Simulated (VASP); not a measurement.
A run of VASP 6.6.1:

Contents of POSCAR:

```
SnS2
1.0
    3.6607452510      0.0000000000      0.0000000000
   -1.8303726255      3.1702983842      0.0000000000
    0.0000000000      0.0000000000      5.9618843037
Sn S
1 2
Direct
    0.0000000000      0.0000000000      0.0000000000
    0.3333333333      0.6666666667      0.2455884213
    0.6666666667      0.3333333333      0.7544115787
```

Contents of INCAR.step1:

```
SYSTEM = SnS2
  ALGO = Normal
  EDIFF = 1E-5
  ENCUT = 400
  GGA = PE
  GGA_COMPAT = .False.
  ISIF = 2
  ISMEAR = 0
  KPAR = 4
  LASPH = .True.
  LCHARG = .False.
  LREAL = .False.
  LWAVE = .True.
  NBANDS = 20
  NELM = 120
  PREC = Accurate
  SIGMA = 0.01
```

INCAR.step2

```
SYSTEM = SnS2
  ALGO = Normal
  EDIFF = 1E-6
  ENCUT = 400
  GGA = PE
  GGA_COMPAT = .False.
  HFSCREEN = 0.2079
  ISIF = 2
  ISMEAR = 0
  ISTART = 1
  KPAR = 4
  LASPH = .True.
  LCHARG = .False.
  LHFCALC = .True.
  LREAL = .False.
  LWAVE = .False.
  NBANDS = 20
  NELM = 120
  PREC = Accurate
  PRECFOCK = Normal
  SIGMA = 0.01
```

File KPOINTS:

```
k-points
0
Gamma
  6 6 4
  0 0 0
```

Potentials or basis: VASP PAW PBE potentials, release 64 (Sn_d, S).

Run with:

```sh
$ cat potpaw_PBE.64/Sn_d/POTCAR potpaw_PBE.64/S/POTCAR > POTCAR
$ cp INCAR.step1 INCAR
$ mpirun -np 4 vasp_std > vasp.out
$ cp INCAR.step2 INCAR
$ mpirun -np 4 vasp_std > vasp.out
```

Hardware: 4 MPI ranks on AMD EPYC 7R13 Processor (Zen 3), with other jobs on the host.

Q: Estimate the wall time of this run.

A: It took 9.9 min on 4 MPI ranks on AMD EPYC 7R13 Processor (Zen 3), on a shared host, peak memory 0.25 GiB a rank. Counts: k points 24.
